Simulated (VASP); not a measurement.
Crystal: Ru.

```
Ru
1.0
     3.37932    0.00000    0.00000
    -1.68966    2.92657    0.00000
     0.00000    0.00000    5.57587
Ru
4
Cartesian
  0.0000 1.9510 2.4394
  1.6897 0.9755 5.2274
  1.6897 0.9755 3.1364
  0.0000 1.9510 0.3485
```

* Program: VASP 6.6.1
* Task: relaxation of cell and atoms
* Functional: PBEsol
* Potentials or basis: VASP PAW PBE potentials, release 64 (Ru_pv)
* Cutoff: 600 eV
* k mesh: 6 × 6 × 4
* Occupations: gaussian, width 0.1 eV
* Spin: no spin polarisation

At the start: pressure 146.3 GPa; volume 13.79 Å³/atom.

**Question.** How do energy, volume and symmetry change on relaxing?

**Answer.** Over 39 steps the energy falls by 1969.3 meV/atom and the volume is 19.03 Å³/atom (+38.0 %); space group P6_3/mmc (No. 194, to 0.05 Å).

The path:
| step | energy change (eV) | largest force (eV/Å) | pressure (GPa) | volume (Å³) |
| --- | --- | --- | --- | --- |
| 1 | 0.0000 | 0.0380 | 146.25 | 55.14 |
| 2 | 12.1734 | 0.0879 | -17.25 | 228.88 |
| 3 | 3.4422 | 0.2239 | -23.25 | 153.78 |
| 4 | -2.7160 | 0.3322 | -28.23 | 116.29 |
| 5 | -7.5483 | 0.3309 | -7.39 | 81.95 |
| 6 | -7.6100 | 0.3187 | 4.50 | 76.57 |
| 7 | -7.6345 | 0.3239 | -0.29 | 78.49 |
| 8 | -7.6335 | 0.3226 | 0.95 | 77.97 |
| 9 | -7.6352 | 0.2095 | 1.00 | 78.02 |
| 10 | -7.6387 | 0.0242 | 0.95 | 78.00 |
| 11 | -7.6384 | 0.0483 | -1.40 | 79.00 |
| 12 | -7.6404 | 0.0367 | -0.20 | 78.48 |
| 13 | -7.6417 | 0.0583 | -0.21 | 78.46 |
| 14 | -7.6455 | 0.1235 | -0.19 | 78.42 |
| 15 | -7.6622 | 0.3151 | -0.17 | 78.31 |
| 16 | -7.7122 | 0.7010 | -0.02 | 77.99 |
| 17 | -7.6880 | 1.8148 | 1.46 | 76.97 |
| 18 | -7.7327 | 1.1360 | 0.32 | 77.67 |
| 19 | -7.7297 | 1.4126 | 0.69 | 77.40 |
| 20 | -7.7339 | 1.2839 | 0.50 | 77.53 |
| 21 | -7.7340 | 1.2844 | 0.50 | 77.53 |
| 22 | -7.7341 | 1.2872 | 0.49 | 77.53 |
| 23 | -7.7344 | 1.2925 | 0.49 | 77.53 |
| 24 | -7.7348 | 1.3039 | 0.47 | 77.52 |
| 25 | -7.7355 | 1.3259 | 0.44 | 77.51 |
| 26 | -7.7357 | 1.3707 | 0.38 | 77.49 |
| 27 | -7.7368 | 1.3652 | 0.36 | 77.49 |
| 28 | -7.7401 | 1.3484 | 0.30 | 77.49 |
| 29 | -7.7466 | 1.3159 | 0.18 | 77.50 |
| 30 | -7.7591 | 1.2512 | -0.06 | 77.50 |
| 31 | -7.7818 | 1.1232 | -0.54 | 77.50 |
| 32 | -7.8174 | 0.8458 | -1.45 | 77.51 |
| 33 | -7.8412 | 0.2587 | -3.13 | 77.50 |
| 34 | -7.8417 | 0.3377 | -2.91 | 77.51 |
| 35 | -7.8536 | 0.2924 | -2.21 | 77.17 |
| 36 | -7.8739 | 0.1419 | 0.04 | 76.15 |
| 37 | -7.8753 | 0.0947 | 0.85 | 75.80 |
| 38 | -7.8766 | 0.0401 | 0.49 | 75.93 |
| 39 | -7.8772 | 0.0295 | 0.00 | 76.10 |

Final structure:
```cif
data_structure
_symmetry_space_group_name_H-M 'P 1'
_symmetry_Int_Tables_number 1
_cell_length_a 3.9920
_cell_length_b 3.9920
_cell_length_c 5.5142
_cell_angle_alpha 90.000
_cell_angle_beta 90.000
_cell_angle_gamma 120.000
_cell_volume 76.10
loop_
_atom_site_label
_atom_site_type_symbol
_atom_site_fract_x
_atom_site_fract_y
_atom_site_fract_z
_atom_site_occupancy
Ru1 Ru 0.33333 0.66667 0.45956 1
Ru2 Ru 0.66667 0.33333 0.95956 1
Ru3 Ru 0.66667 0.33333 0.54044 1
Ru4 Ru 0.33333 0.66667 0.04044 1
```

Caveat: the volume moved by over 15 % at a fixed basis, so the end points are rough; the PAW data sets were made with another functional, which shifts forces and pressure a little.
